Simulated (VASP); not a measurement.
# Ge (Fd-3m) in VASP: further runs, part 2 of 2

VASP 6.6.1. Earlier steps stand in the parts before.

**3. Relaxation of cell and atoms, r2SCAN, target pressure 7 GPa, at which the enthalpy is minimised**

Contents of POSCAR:

```
Ge
1.0
    2.8377577931      2.8377577931      0.0000000000
   -2.8377577931      2.8377577931      0.0000000000
    0.0000000000      2.8377577931      2.8377577931
Ge
2
Direct
    0.5000000000      0.5000000000      0.0000000000
    0.7500000000      0.2500000000      0.5000000000
```

Contents of INCAR.step1:

```
SYSTEM = Ge
ALGO = Normal
EDIFF = 1E-4
ENCUT = 600
GGA = PE
ISMEAR = 0
LASPH = .TRUE.
LCHARG = .FALSE.
LREAL = .FALSE.
LWAVE = .TRUE.
NELM = 60
PREC = Accurate
SIGMA = 0.01
```

Contents of INCAR.step2:

```
SYSTEM = Ge
ALGO = Normal
EDIFF = 1E-6
EDIFFG = -0.002
ENCUT = 600
IBRION = 2
ISIF = 3
ISMEAR = 0
ISTART = 1
LASPH = .TRUE.
LCHARG = .FALSE.
LMIXTAU = .TRUE.
LREAL = .FALSE.
LWAVE = .FALSE.
METAGGA = R2SCAN
NELM = 60
NSW = 100
PREC = Accurate
PSTRESS = 70.0
SIGMA = 0.01
```

Contents of KPOINTS:

```
k-points
0
G
  12 12 12
  0 0 0
```

Potentials or basis: VASP PAW PBE potentials, release 64 (Ge_d).

Started as:

```sh
$ cat potpaw_PBE.64/Ge_d/POTCAR > POTCAR
$ cp INCAR.step1 INCAR
$ mpirun -np 1 vasp_std > vasp.out
$ cp INCAR.step2 INCAR
$ mpirun -np 1 vasp_std > vasp.out
```

OUTCAR:

```text
SYSTEM = Ge
   EDIFF = 1E-6
   EDIFFG = -0.002
   ENCUT = 600
   IBRION = 2
   ISIF = 3
   ISMEAR = 0
   ISTART = 1
   LASPH = .TRUE.
   LREAL = .FALSE.
   METAGGA = R2SCAN
   NELM = 60
   NSW = 100
   PREC = Accurate
   PSTRESS = 70.0

 ion  position               nearest neighbor table
   1  0.500  0.500  0.000-   2 2.46   2 2.46   2 2.46   2 2.46
   2  0.750  0.250  0.500-   1 2.46   1 2.46   1 2.46   1 2.46

  LATTYP: Found a face centered cubic cell.
 ALAT       =     5.6755155862

  Lattice vectors:

 A1 = (   0.0000000000,   2.8377577931,   2.8377577931)
 A2 = (   2.8377577931,   0.0000000000,   2.8377577931)
 A3 = (   2.8377577931,   2.8377577931,   0.0000000000)

Analysis of symmetry for initial positions (statically):
=====================================================================
 Subroutine PRICEL returns:
 Original cell was already a primitive cell.

 Routine SETGRP: Setting up the symmetry group for a
 face centered cubic supercell.

 Subroutine GETGRP returns: Found 48 space group operations
 (whereof 24 operations were pure point group operations)
 out of a pool of 48 trial point group operations.

The static configuration has the point symmetry T_d .
 The point group associated with its full space group is O_h .

Analysis of symmetry for dynamics (positions and initial velocities):
=====================================================================
 Subroutine PRICEL returns:
 Original cell was already a primitive cell.

 Routine SETGRP: Setting up the symmetry group for a
 face centered cubic supercell.

 Subroutine GETGRP returns: Found 48 space group operations
 (whereof 24 operations were pure point group operations)
 out of a pool of 48 trial point group operations.

The dynamic configuration has the point symmetry T_d .
 The point group associated with its full space group is O_h .

 Subroutine INISYM returns: Found 48 space group operations
 (whereof 24 operations are pure point group operations),
 and found     1 'primitive' translations

----------------------------------------------------------------------------------------

                                     Primitive cell

  volume of cell :      45.7042

  direct lattice vectors                    reciprocal lattice vectors
     2.837757793  2.837757793  0.000000000     0.176195446  0.176195446 -0.176195446
    -2.837757793  2.837757793  0.000000000    -0.176195446  0.176195446 -0.176195446
     0.000000000  2.837757793  2.837757793     0.000000000  0.000000000  0.352390892

  length of vectors
     4.013195558  4.013195558  4.013195558     0.305179465  0.305179465  0.352390892

  position of ions in fractional coordinates (direct lattice)
     0.500000000  0.500000000  0.000000000
     0.750000000  0.250000000  0.500000000

  ion indices of the primitive-cell ions
   primitive index   ion index
                 1           1
                 2           2

----------------------------------------------------------------------------------------

 KPOINTS: k-points

Automatic generation of k-mesh.
[... 49 lines left out ...]
   number of dos      NEDOS =    301   number of ions     NIONS =      2
   total plane-waves  NPLWV =  32768
   dimension x,y,z NGX =    32 NGY =   32 NGZ =   32
   dimension x,y,z NGXF=    64 NGYF=   64 NGZF=   64
   ions per type =               2
   NGX,Y,Z   is equivalent  to a cutoff of  13.26, 13.26, 13.26 a.u.
   NGXF,Y,Z  is equivalent  to a cutoff of  26.51, 26.51, 26.51 a.u.
 SYSTEM =  Ge
   PREC   = accura    normal or accurate (medium, high low for compatibility)
   ISTART =      1    job   : 0-new  1-cont  2-samecut
   ICHARG =      0    charge: 1-file 2-atom 10-const
   ISPIN  =      1    spin polarized calculation?
   LNONCOLLINEAR =      F non collinear calculations
   LSORBIT =      F    spin-orbit coupling
   LASPH  =      T    aspherical Exc in radial PAW
   ENCUT  =  600.0 eV  44.10 Ry    6.64 a.u.   8.02  8.02  8.02*2*pi/ulx,y,z
   NELM   =     60;   NELMIN=  2; NELMDL=  0     # of ELM steps
   EDIFF  = 0.1E-05   stopping-criterion for ELM
   LREAL  =      F    real-space projection
   EDIFFG = -.2E-02   stopping-criterion for IOM
   NSW    =    100    number of steps for IOM
   IBRION =      2    ionic relax: 0-MD 1-quasi-New 2-CG
   NFREE  =      1    steps in history (QN), initial steepest desc. (CG)
   ISIF   =      3    stress and relaxation
   ISYM   =      2    0-nonsym 1-usesym 2-fastsym
   POTIM  = 0.5000    time-step for ionic-motion
   TEBEG  =    0.0;   TEEND  =   0.0 temperature during run
   PSTRESS=   70.0 pullay stress
   NELECT =      28.0000    total number of electrons
   NUPDOWN=      -1.0000    fix difference up-down
   EMIN   =  10.00;   EMAX   =-10.00  energy-range for DOS
   EFERMI =   0.00;   METHOD = LEGACY
   ISMEAR =     0;   SIGMA  =   0.01  broadening in eV -4-tet -1-fermi 0-gaus
   EFERMI_NEDOS =   21; number of points for ismear=-14 and -15
   IALGO  =     38    algorithm
   IMIX   =      4    mixing-type and parameters
     AMIX     =   0.40;   BMIX     =  1.00
     AMIX_MAG =   1.60;   BMIX_MAG =  1.00
  volume/ion in A,a.u.               =      22.85       154.21
  Fermi-wavevector in a.u.,A,eV,Ry     =   1.390408  2.627490 26.303242  1.933234
  Thomas-Fermi vector in A             =   2.514346
   LORBIT       =      0    0 simple, 1 ext, 2 COOP (PROOUT), +10 PAW based schemes
   METAGGA = R2SCAN    functional components
   LHFCALC =     F    Hartree Fock is set to
   AEXX    =    0.0000 exact exchange contribution
   IVDW    =     0    specifies the selected vdW correction
   LEPSILON=     F    determine dielectric tensor
   LRPA    =     F    only Hartree local field effects (RPA)
 conjugate gradient relaxation of ions
 non-spin polarized calculation
 Gauss-broadening in eV      SIGMA  =   0.01
  energy-cutoff  :      600.00
  volume of cell :       45.70
 maximum number of plane-waves:      1546
   NGX = 17   NGY = 17   NGZ = 17

--------------------------------------- Ionic step        1  -------------------------------------------

 number of electron      28.0000020 magnetization

 Free energy of the ion-electron system (eV)
  ---------------------------------------------------
  ext. energy  EPLUGINS =         0.00000000
  ---------------------------------------------------
  free energy    TOTEN  =       -27.74583578 eV

  energy without entropy =      -27.74583578  energy(sigma->0) =      -27.74583578

------------------------ aborting loop because EDIFF is reached ----------------------------------------

  FORCE on cell =-STRESS in cart. coord.  units (eV):
  Direction    XX          YY          ZZ          XY          YZ          ZX
  --------------------------------------------------------------------------------------
  -------------------------------------------------------------------------------------
  Total        0.0314310      0.0314310      0.0314310      0.0000000      0.0000000      0.0000000
  in kB        1.1018247      1.1018247      1.1018247      0.0000000      0.0000000      0.0000000
  external PRESSURE =     -68.8981753 kB  Pullay stress =      70.0000000 kB
[... 97 lines left out ...]
  energy  without entropy=      -27.6750060673  energy(sigma->0) =      -27.67500607

  enthalpy is  TOTEN    =       -25.8309628266 eV   P V=        1.8440432407

[... ionic steps 4 to 21 ...]

--------------------------------------- Ionic step       22  -------------------------------------------

 number of electron      27.9999989 magnetization

------------------------ aborting loop because EDIFF is reached ----------------------------------------
[... 71 lines left out ...]
--------------------------------------- Ionic step       24  -------------------------------------------

 number of electron      27.9999989 magnetization

 Free energy of the ion-electron system (eV)
  ---------------------------------------------------
  ext. energy  EPLUGINS =         0.00000000
  ---------------------------------------------------
  free energy    TOTEN  =       -27.67349572 eV

  energy without entropy =      -27.67349572  energy(sigma->0) =      -27.67349572

 E-fermi :   5.6743     XC(G=0): -11.1962

 val. band max:        5.5284695720   @ k =   0.0000   0.0000   0.0000
 cond. band min:       6.2007876625   @ k =  -0.4167   0.4167   0.0000
 fundamental gap:      0.6723180906
 Fermi energy:         5.6743314452

 k-point     1 :       0.0000    0.0000    0.0000
  band No.  band energies     occupation
      1     -20.0849      2.00000
      2     -20.0849      2.00000
      3     -20.0849      2.00000
      4     -20.0396      2.00000
      5     -20.0396      2.00000
      6     -19.7791      2.00000
[... 481 lines left out ...]
      5     -19.9542      2.00000
      6     -19.8739      2.00000
[... 10 lines left out ...]
     17      11.2234      0.00000
     18      11.3160      0.00000

 [... further k-points ...]
[... 5 lines left out ...]
  --------------------------------------------------------------------------------------
  -------------------------------------------------------------------------------------
  Total        1.8463205      1.8463205      1.8463205      0.0000000     -0.0000000      0.0000000
  in kB       70.1441490     70.1441490     70.1441490      0.0000000     -0.0000000      0.0000000
  external PRESSURE =       0.1441490 kB  Pullay stress =      70.0000000 kB
[... 21 lines left out ...]
  energy  without entropy=      -27.6734957237  energy(sigma->0) =      -27.67349572

  enthalpy is  TOTEN    =       -25.8309694357 eV   P V=        1.8425262880

 reached required accuracy - stopping structural energy minimisation
```

Run time: 50 min. Hardware: 1 thread of Oxide Virtual Turin-like, shared host; peak memory 0.21 GiB.

Results:

* Free energy: -27.6735 eV
* Relaxed volume: 21.09 Å³/atom
* Relaxed cell: a = 3.907 Å, b = 3.907 Å, c = 3.907 Å, α = 60.00°, β = 60.00°, γ = 90.00°
* Space group after relaxing (to 0.05 Å): Fd-3m (No. 227)
* Energy change on relaxing (the enthalpy is what falls): +36.2 meV/atom
* Ionic steps: 24
* Pressure after relaxing: 7.0 GPa
* Band gap on the k mesh: 0.67 eV, indirect (least direct gap 1.11 eV)

The path:
```tsv
step	energy change (eV)	largest force (eV/Å)	pressure (GPa)	volume (Å³)
1	0.0000	0.0000	0.11	45.70
2	0.2496	0.0000	14.65	39.51
3	0.0708	0.0000	6.95	42.21
4	0.0738	0.0000	6.86	42.14
5	0.1470	0.0000	10.66	40.81
6	0.0769	0.0000	7.31	42.07
7	0.0670	0.0000	6.74	42.30
8	0.0725	0.0000	7.05	42.17
9	0.0716	0.0000	6.96	42.19
10	0.0720	0.0000	7.02	42.18
11	0.0719	0.0000	6.91	42.18
12	0.0745	0.0000	6.96	42.12
13	0.0771	0.0000	7.35	42.07
14	0.0748	0.0000	7.33	42.12
15	0.0746	0.0000	7.08	42.12
16	0.0721	0.0000	6.96	42.18
17	0.0724	0.0000	7.08	42.17
18	0.0722	0.0000	6.89	42.18
19	0.0723	0.0000	6.97	42.17
20	0.0733	0.0000	7.17	42.15
21	0.0725	0.0000	7.04	42.17
22	0.0724	0.0000	7.09	42.17
23	0.0723	0.0000	7.03	42.17
24	0.0723	0.0000	7.01	42.17
```

Final structure:
```
Ge
1.0
     2.76269    2.76269    0.00000
    -2.76269    2.76269    0.00000
     0.00000    2.76269    2.76269
Ge
2
Direct
  0.50000 0.50000 0.00000
  0.75000 0.25000 0.50000
```

Levels at points of the mesh, in eV from the valence-band top:
| k point | band 10 | band 11 | band 12 | band 13 | band 14 | band 15 | band 16 | band 17 | band 18 |
| --- | --- | --- | --- | --- | --- | --- | --- | --- | --- |
| (0.00, 0.00, 0.00) | -25.28 | -13.89 | 0.00 | 0.00 | 0.00 | 1.11 | 2.73 | 2.73 | 2.73 |
| (0.50, 0.00, 0.00) | -25.25 | -11.51 | -8.24 | -1.61 | -1.61 | 0.69 | 4.02 | 4.02 | 7.70 |
| (0.50, 0.50, 0.00) | -25.24 | -9.51 | -9.51 | -3.50 | -3.50 | 0.88 | 0.88 | 10.73 | 10.73 |

Caveat: the cell is relaxed towards a set pressure, so the enthalpy falls and the energy may rise; the PAW data sets were made with another functional, which shifts forces and pressure a little. r2SCAN opens gaps a little over a GGA but as a rule still falls short of measured ones.
